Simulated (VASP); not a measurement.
# TiO2 (P4_2/mnm) in VASP: single point with PBE+U

Aim: the single point of TiO2 with PBE+U.

Program: VASP 6.6.1. These are calculated values, not measurements. Logs are shortened: lines on timing, memory, paths and dates and some standing lists are left out, and cuts for length are marked.

**1. The cell of the first run**

The structure is tetragonal, space group P4_2/mnm (No. 136). The conventional cell has a = 4.642 Å, b = 4.642 Å, c = 3.006 Å, α = 90.00°, β = 90.00°, γ = 90.00°. Ti (site symmetry mmm) has 6 O at 1.97 to 2.01 Å within 2.6 Å. Within 2.6 Å of O (site symmetry m2m) lie 3 Ti at 1.97 to 2.01 Å and 1 O at 2.55 Å.

**2. Single point, PBE+U**

Contents of INCAR:

```
SYSTEM = TiO2
PREC = Accurate
ENCUT = 910
EDIFF = 1E-6
ISMEAR = 0
SIGMA = 0.1
LREAL = .FALSE.
LASPH = .TRUE.
NELM = 200
ALGO = Normal
ISIF = 2
LWAVE = .FALSE.
LCHARG = .TRUE.
LMAXMIX = 4
LDAU = .TRUE.
LDAUTYPE = 2
LDAUL = 2 -1
LDAUU = 4 0
LDAUJ = 0 0
LDAUPRINT = 1
GGA = PE
LELF = .TRUE.
LVHAR = .TRUE.
NBANDS = 33
GGA_COMPAT = .FALSE.
```

Contents of KPOINTS:

```
Automatic mesh
0
G
  4 4 6
  0 0 0
```

Contents of POSCAR:

```
TiO2
1.0
    4.6417050741      0.0000000000      0.0000000000
    0.0000000000      4.6417050741      0.0000000000
    0.0000000000      0.0000000000      3.0055525097
Ti O
2 4
Direct
    0.0000000000      0.0000000000      0.0000000000
    0.5000000000      0.5000000000      0.5000000000
    0.3057884323      0.3057884323      0.0000000000
    0.1942115677      0.8057884323      0.5000000000
    0.6942115677      0.6942115677      0.0000000000
    0.8057884323      0.1942115677      0.5000000000
```

Potentials or basis: VASP PAW PBE potentials, release 64 (Ti_sv, O_h).

The run is started by

```sh
cat potpaw_PBE.64/Ti_sv/POTCAR potpaw_PBE.64/O_h/POTCAR > POTCAR
mpirun -np 1 vasp_std > vasp.out
```

OUTCAR:

```text
SYSTEM = TiO2
   PREC = Accurate
   ENCUT = 910
   EDIFF = 1E-6
   ISMEAR = 0
   LREAL = .FALSE.
   LASPH = .TRUE.
   NELM = 200
   ISIF = 2
   GGA = PE

 ion  position               nearest neighbor table
   1  0.000  0.000  0.000-   4 1.97   6 1.97   4 1.97   6 1.97   5 2.01   3 2.01
   2  0.500  0.500  0.500-   3 1.97   5 1.97   3 1.97   5 1.97   4 2.01   6 2.01
   3  0.306  0.306  0.000-   2 1.97   2 1.97   1 2.01
   4  0.194  0.806  0.500-   1 1.97   1 1.97   2 2.01
   5  0.694  0.694  0.000-   2 1.97   2 1.97   1 2.01
   6  0.806  0.194  0.500-   1 1.97   1 1.97   2 2.01

  LATTYP: Found a simple tetragonal cell.
 ALAT       =     4.6417050741
 C/A-ratio  =     0.6475104432

  Lattice vectors:

 A1 = (   4.6417050741,   0.0000000000,   0.0000000000)
 A2 = (   0.0000000000,   4.6417050741,   0.0000000000)
 A3 = (   0.0000000000,   0.0000000000,   3.0055525097)

Analysis of symmetry for initial positions (statically):
=====================================================================
 Subroutine PRICEL returns:
 Original cell was already a primitive cell.

 Routine SETGRP: Setting up the symmetry group for a
 simple tetragonal supercell.

 Subroutine GETGRP returns: Found 16 space group operations
 (whereof  8 operations were pure point group operations)
 out of a pool of 16 trial point group operations.

The static configuration has the point symmetry D_2h.
 The point group associated with its full space group is D_4h.

Analysis of symmetry for dynamics (positions and initial velocities):
=====================================================================
 Subroutine PRICEL returns:
 Original cell was already a primitive cell.

 Routine SETGRP: Setting up the symmetry group for a
 simple tetragonal supercell.

 Subroutine GETGRP returns: Found 16 space group operations
 (whereof  8 operations were pure point group operations)
 out of a pool of 16 trial point group operations.

The dynamic configuration has the point symmetry D_2h.
 The point group associated with its full space group is D_4h.

 Subroutine INISYM returns: Found 16 space group operations
 (whereof  8 operations are pure point group operations),
 and found     1 'primitive' translations

----------------------------------------------------------------------------------------

                                     Primitive cell

  volume of cell :      64.7559

  direct lattice vectors                    reciprocal lattice vectors
     4.641705074  0.000000000  0.000000000     0.215438074  0.000000000  0.000000000
     0.000000000  4.641705074  0.000000000     0.000000000  0.215438074  0.000000000
     0.000000000  0.000000000  3.005552510     0.000000000  0.000000000  0.332717528

  length of vectors
     4.641705074  4.641705074  3.005552510     0.215438074  0.215438074  0.332717528

  position of ions in fractional coordinates (direct lattice)
     0.000000000  0.000000000  0.000000000
     0.500000000  0.500000000  0.500000000
     0.305788432  0.305788432  0.000000000
     0.194211568  0.805788432  0.500000000
     0.694211568  0.694211568  0.000000000
     0.805788432  0.194211568  0.500000000

  ion indices of the primitive-cell ions
   primitive index   ion index
                 1           1
                 2           2
                 3           3
                 4           4
                 5           5
                 6           6

----------------------------------------------------------------------------------------

 KPOINTS: Automatic mesh

Automatic generation of k-mesh.
 Grid dimensions read from file:
 generate k-points for:    4    4    6

 Generating k-lattice:

  Cartesian coordinates                     Fractional coordinates (reciprocal lattice)
     0.053859518  0.000000000  0.000000000     0.250000000  0.000000000  0.000000000
     0.000000000  0.053859518  0.000000000     0.000000000  0.250000000  0.000000000
     0.000000000  0.000000000  0.055452921     0.000000000  0.000000000  0.166666667
[... 60 lines left out ...]
   IBRION =     -1    ionic relax: 0-MD 1-quasi-New 2-CG
   NFREE  =      0    steps in history (QN), initial steepest desc. (CG)
   ISIF   =      2    stress and relaxation
   ISYM   =      2    0-nonsym 1-usesym 2-fastsym
   POTIM  = 0.5000    time-step for ionic-motion
   TEBEG  =    0.0;   TEEND  =   0.0 temperature during run
   PSTRESS=    0.0 pullay stress
   NELECT =      48.0000    total number of electrons
   NUPDOWN=      -1.0000    fix difference up-down
   EMIN   =  10.00;   EMAX   =-10.00  energy-range for DOS
   EFERMI =   0.00;   METHOD = LEGACY
   ISMEAR =     0;   SIGMA  =   0.10  broadening in eV -4-tet -1-fermi 0-gaus
   EFERMI_NEDOS =   21; number of points for ismear=-14 and -15
   IALGO  =     38    algorithm
   IMIX   =      4    mixing-type and parameters
     AMIX     =   0.40;   BMIX     =  1.00
     AMIX_MAG =   1.60;   BMIX_MAG =  1.00
  volume/ion in A,a.u.               =      10.79        72.83
  Fermi-wavevector in a.u.,A,eV,Ry     =   1.481593  2.799804 29.866371  2.195116
  Thomas-Fermi vector in A             =   2.595484
   LORBIT       =      0    0 simple, 1 ext, 2 COOP (PROOUT), +10 PAW based schemes
 LDA+U is selected, type is set to LDAUTYPE =  2
   angular momentum for each species LDAUL =     2   -1
   U (eV)           for each species LDAUU =   4.0  0.0
   J (eV)           for each species LDAUJ =   0.0  0.0
   GGA     = PE    functional components
   LHFCALC =     F    Hartree Fock is set to
   AEXX    =    0.0000 exact exchange contribution
   IVDW    =     0    specifies the selected vdW correction
   LEPSILON=     F    determine dielectric tensor
   LRPA    =     F    only Hartree local field effects (RPA)
 non-spin polarized calculation
 Gauss-broadening in eV      SIGMA  =   0.10
  energy-cutoff  :      910.00
  volume of cell :       64.76
 maximum number of plane-waves:      4054
 NGX is ok and might be reduce to    48
   NGX = 23   NGY = 23   NGZ = 15

atom =   1  type =  1  l = 2

 onsite density matrix

spin component  1

  0.1892  0.0000 -0.0747  0.0000 -0.0000
  0.0000  0.1821  0.0000 -0.0855  0.0000
 -0.0747  0.0000  0.1269  0.0000  0.0000
  0.0000 -0.0855  0.0000  0.1821  0.0000
 -0.0000  0.0000  0.0000  0.0000  0.0979

spin component  2

  0.1892  0.0000 -0.0747  0.0000 -0.0000
  0.0000  0.1821  0.0000 -0.0855  0.0000
 -0.0747  0.0000  0.1269  0.0000  0.0000
  0.0000 -0.0855  0.0000  0.1821  0.0000
 -0.0000  0.0000  0.0000  0.0000  0.0979

 occupancies and eigenvectors

  o =  0.0772  v = -0.5546  0.0000 -0.8321  0.0000 -0.0000  0.0000  0.0000  0.0000  0.0000  0.0000      0.0000  0.0000  0.0000  0.0000  0.0000  0.0000  0.0000  0.0000  0.0000  0.0000
  o =  0.0772  v =  0.0000  0.0000  0.0000  0.0000  0.0000 -0.5546  0.0000 -0.8321  0.0000 -0.0000      0.0000  0.0000  0.0000  0.0000  0.0000  0.0000  0.0000  0.0000  0.0000  0.0000
  o =  0.0965  v =  0.0000  0.7071  0.0000  0.7071 -0.0000  0.0000  0.0000  0.0000  0.0000  0.0000      0.0000  0.0000  0.0000  0.0000  0.0000  0.0000  0.0000  0.0000  0.0000  0.0000
  o =  0.0965  v =  0.0000  0.0000  0.0000  0.0000  0.0000  0.0000  0.7071  0.0000  0.7071 -0.0000      0.0000  0.0000  0.0000  0.0000  0.0000  0.0000  0.0000  0.0000  0.0000  0.0000
  o =  0.0979  v =  0.0000 -0.0000  0.0000  0.0000 -1.0000  0.0000  0.0000  0.0000  0.0000  0.0000      0.0000  0.0000  0.0000  0.0000  0.0000  0.0000  0.0000  0.0000  0.0000  0.0000
  o =  0.0979  v =  0.0000  0.0000  0.0000  0.0000  0.0000  0.0000 -0.0000  0.0000  0.0000 -1.0000      0.0000  0.0000  0.0000  0.0000  0.0000  0.0000  0.0000  0.0000  0.0000  0.0000
  o =  0.2389  v = -0.8321  0.0000  0.5546  0.0000  0.0000  0.0000  0.0000  0.0000  0.0000  0.0000      0.0000  0.0000  0.0000  0.0000  0.0000  0.0000  0.0000  0.0000  0.0000  0.0000
  o =  0.2389  v =  0.0000  0.0000  0.0000  0.0000  0.0000 -0.8321  0.0000  0.5546  0.0000  0.0000      0.0000  0.0000  0.0000  0.0000  0.0000  0.0000  0.0000  0.0000  0.0000  0.0000
  o =  0.2676  v =  0.0000  0.0000  0.0000  0.0000  0.0000  0.0000  0.7071  0.0000 -0.7071 -0.0000      0.0000  0.0000  0.0000  0.0000  0.0000  0.0000  0.0000  0.0000  0.0000  0.0000
  o =  0.2676  v =  0.0000  0.7071  0.0000 -0.7071 -0.0000  0.0000  0.0000  0.0000  0.0000  0.0000      0.0000  0.0000  0.0000  0.0000  0.0000  0.0000  0.0000  0.0000  0.0000  0.0000

atom =   2  type =  1  l = 2

 onsite density matrix

spin component  1

  0.1892  0.0000  0.0747  0.0000  0.0000
  0.0000  0.1821  0.0000  0.0855  0.0000
  0.0747  0.0000  0.1269  0.0000  0.0000
  0.0000  0.0855  0.0000  0.1821  0.0000
  0.0000  0.0000  0.0000  0.0000  0.0979

spin component  2

  0.1892  0.0000  0.0747  0.0000  0.0000
  0.0000  0.1821  0.0000  0.0855  0.0000
  0.0747  0.0000  0.1269  0.0000  0.0000
  0.0000  0.0855  0.0000  0.1821  0.0000
  0.0000  0.0000  0.0000  0.0000  0.0979

 occupancies and eigenvectors

  o =  0.0772  v = -0.5546  0.0000  0.8321  0.0000  0.0000  0.0000  0.0000  0.0000  0.0000  0.0000      0.0000  0.0000  0.0000  0.0000  0.0000  0.0000  0.0000  0.0000  0.0000  0.0000
  o =  0.0772  v =  0.0000  0.0000  0.0000  0.0000  0.0000 -0.5546  0.0000  0.8321  0.0000  0.0000      0.0000  0.0000  0.0000  0.0000  0.0000  0.0000  0.0000  0.0000  0.0000  0.0000
  o =  0.0965  v =  0.0000  0.7071  0.0000 -0.7071  0.0000  0.0000  0.0000  0.0000  0.0000  0.0000      0.0000  0.0000  0.0000  0.0000  0.0000  0.0000  0.0000  0.0000  0.0000  0.0000
  o =  0.0965  v =  0.0000  0.0000  0.0000  0.0000  0.0000  0.0000  0.7071  0.0000 -0.7071  0.0000      0.0000  0.0000  0.0000  0.0000  0.0000  0.0000  0.0000  0.0000  0.0000  0.0000
  o =  0.0979  v =  0.0000 -0.0000 -0.0000  0.0000  1.0000  0.0000  0.0000  0.0000  0.0000  0.0000      0.0000  0.0000  0.0000  0.0000  0.0000  0.0000  0.0000  0.0000  0.0000  0.0000
  o =  0.0979  v =  0.0000  0.0000  0.0000  0.0000  0.0000  0.0000 -0.0000 -0.0000  0.0000  1.0000      0.0000  0.0000  0.0000  0.0000  0.0000  0.0000  0.0000  0.0000  0.0000  0.0000
  o =  0.2389  v = -0.8321  0.0000 -0.5546  0.0000 -0.0000  0.0000  0.0000  0.0000  0.0000  0.0000      0.0000  0.0000  0.0000  0.0000  0.0000  0.0000  0.0000  0.0000  0.0000  0.0000
  o =  0.2389  v =  0.0000  0.0000  0.0000  0.0000  0.0000 -0.8321  0.0000 -0.5546  0.0000 -0.0000      0.0000  0.0000  0.0000  0.0000  0.0000  0.0000  0.0000  0.0000  0.0000  0.0000
  o =  0.2676  v =  0.0000  0.0000  0.0000  0.0000  0.0000  0.0000 -0.7071  0.0000 -0.7071 -0.0000      0.0000  0.0000  0.0000  0.0000  0.0000  0.0000  0.0000  0.0000  0.0000  0.0000
  o =  0.2676  v =  0.0000 -0.7071  0.0000 -0.7071 -0.0000  0.0000  0.0000  0.0000  0.0000  0.0000      0.0000  0.0000  0.0000  0.0000  0.0000  0.0000  0.0000  0.0000  0.0000  0.0000

 number of electron      48.0000002 magnetization

 Free energy of the ion-electron system (eV)
  ---------------------------------------------------
  ext. energy  EPLUGINS =         0.00000000
  ---------------------------------------------------
  free energy    TOTEN  =       -48.48297301 eV

  energy without entropy =      -48.48297301  energy(sigma->0) =      -48.48297301

 E-fermi :   5.7282     XC(G=0): -11.2368

 val. band max:        5.2560560237   @ k =   0.0000   0.0000   0.0000
 cond. band min:       7.5785070247   @ k =   0.0000   0.0000   0.0000
 fundamental gap:      2.3224510010
 Fermi energy:         5.7281603765

 k-point     1 :       0.0000    0.0000    0.0000
  band No.  band energies     occupation
      1     -52.8497      2.00000
      2     -52.8366      2.00000
      3     -29.0708      2.00000
      4     -29.0708      2.00000
      5     -28.9422      2.00000
      6     -28.9422      2.00000
[... 853 lines left out ...]
     32      10.7934      0.00000
     33      10.8468      0.00000

------------------------ aborting loop because EDIFF is reached ----------------------------------------

  FORCE on cell =-STRESS in cart. coord.  units (eV):
  Direction    XX          YY          ZZ          XY          YZ          ZX
  --------------------------------------------------------------------------------------
  -------------------------------------------------------------------------------------
  Total        1.3418742      1.3418742      1.6367936      0.0000000      0.0000000      0.0000000
  in kB       33.2003755     33.2003755     40.4972090      0.0000000      0.0000000      0.0000000
  external PRESSURE =      35.6326533 kB  Pullay stress =       0.0000000 kB

 VOLUME and BASIS-vectors are now :
 -----------------------------------------------------------------------------
  energy-cutoff  :      910.00
  volume of cell :       64.76
      direct lattice vectors                 reciprocal lattice vectors
     4.641705074  0.000000000  0.000000000     0.215438074  0.000000000  0.000000000
     0.000000000  4.641705074  0.000000000     0.000000000  0.215438074  0.000000000
     0.000000000  0.000000000  3.005552510     0.000000000  0.000000000  0.332717528

 POSITION                                       TOTAL-FORCE (eV/Angst)
 -----------------------------------------------------------------------------------
      0.00000      0.00000      0.00000         0.000000     -0.000000      0.000000
      2.32085      2.32085      1.50278         0.000000     -0.000000      0.000000
      1.41938      1.41938      0.00000        -0.114039     -0.114039      0.000000
      0.90147      3.74023      1.50278         0.114039     -0.114039      0.000000
      3.22233      3.22233      0.00000         0.114039      0.114039      0.000000
      3.74023      0.90147      1.50278        -0.114039      0.114039      0.000000
 -----------------------------------------------------------------------------------
    total drift:                                0.000000     -0.000000     -0.000000

  FREE ENERGIE OF THE ION-ELECTRON SYSTEM (eV)
  ---------------------------------------------------
  free  energy   TOTEN  =       -48.4829730124 eV

  energy  without entropy=      -48.4829730124  energy(sigma->0) =      -48.48297301
```

Run time: 62 s. Hardware: 1 thread of Intel Xeon 6975P-C (Granite Rapids), shared host; peak memory 0.3 GiB.

Results:

```yaml
Free_energy: -48.4830 eV
Pressure: 3.6 GPa
Largest_force: 0.161 eV/Å
Band_gap_on_the_k_mesh: 2.32 eV
```

Forces in eV/Å, atoms in the order of the input:
```
Ti   0.000  0.000  0.000
Ti   0.000  0.000  0.000
O   -0.114 -0.114  0.000
O    0.114 -0.114  0.000
O    0.114  0.114  0.000
O   -0.114  0.114  0.000
```

Stress tensor (GPa, compression positive):
```
3.32 0.00 0.00
0.00 3.32 0.00
0.00 0.00 4.05
```

Eigenvalues of the final occupation matrices:
```
    site  spin  trace               eigenvalues
site 1 d     1   0.78  0.08 0.10 0.10 0.24 0.27
site 1 d     2   0.78  0.08 0.10 0.10 0.24 0.27
site 2 d     1   0.78  0.08 0.10 0.10 0.24 0.27
site 2 d     2   0.78  0.08 0.10 0.10 0.24 0.27
```

Caveat: the cutoff is under 1.25 times the usual one of these potentials, so pressure, stress and relaxed cells hold a basis-set (Pulay) error; the cell stands under pressure. A k mesh can miss the band edges.
